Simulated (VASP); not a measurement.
## NaHF2: single point with LDA

The system is NaHF2.

```
Na H F
1.0
     1.75119    1.01105    4.69992
    -1.75119    1.01105    4.69992
     0.00000   -2.02210    4.69992
Na H F
1 1 2
Cartesian
  0.0000 0.0000 0.0000
  0.0000 0.0000 7.0499
  0.0000 0.0000 5.7809
  0.0000 0.0000 8.3189
```

```yaml
Program: VASP 6.6.1
Task: single point
Functional: LDA
Potentials_or_basis: VASP PAW LDA potentials, release 64 (Na_pv, H, F)
Cutoff: 520 eV
k_mesh: 10 × 10 × 10
Occupations: fermi-dirac, width 0.02 eV
Spin: no spin polarisation
Dipole_correction: no
Further_INCAR_settings: ALGO = Normal; EDIFF = 1e-07; NBANDS = 19
```

```yaml
Pressure: -8.3 GPa
Largest_force: 2.216 eV/Å
Band_gap_on_the_k_mesh: 6.18 eV (least direct gap 6.47 eV)
```

Forces in eV/Å, atoms in the order of the input:
```
Na   0.000  0.000  0.000
H    0.000  0.000  0.000
F    0.000  0.000  2.216
F    0.000  0.000 -2.216
```

Stress tensor (GPa, compression positive):
```
 -2.60   0.00   0.00
  0.00  -2.60   0.00
  0.00   0.00 -19.73
```

Levels at points of the mesh, in eV from the valence-band top:
```csv
k point,band 8,band 9,band 10,band 11,band 12,band 13,band 14,band 15
"(0.00, 0.00, 0.00)",-0.31,-0.31,-0.29,-0.29,6.18,12.59,13.62,15.02
"(0.50, 0.00, 0.00)",-0.52,-0.45,-0.44,-0.40,9.80,10.99,14.52,14.86
"(0.50, 0.50, 0.00)",-0.88,-0.70,-0.57,-0.11,10.66,11.12,13.22,13.52
"(0.50, 0.50, 0.50)",-0.58,-0.58,0.00,0.00,7.92,9.53,13.28,18.72
```

It took 4.5 min on 1 thread of Intel Xeon 8259CL (shared host), peak memory 0.26 GiB.

Caveat: the stress differs along the axes, from -20 to -3 GPa; forces of over 1 eV/Å act on the atoms, so gaps and moduli don't describe the material at rest. A k mesh can miss the band edges.
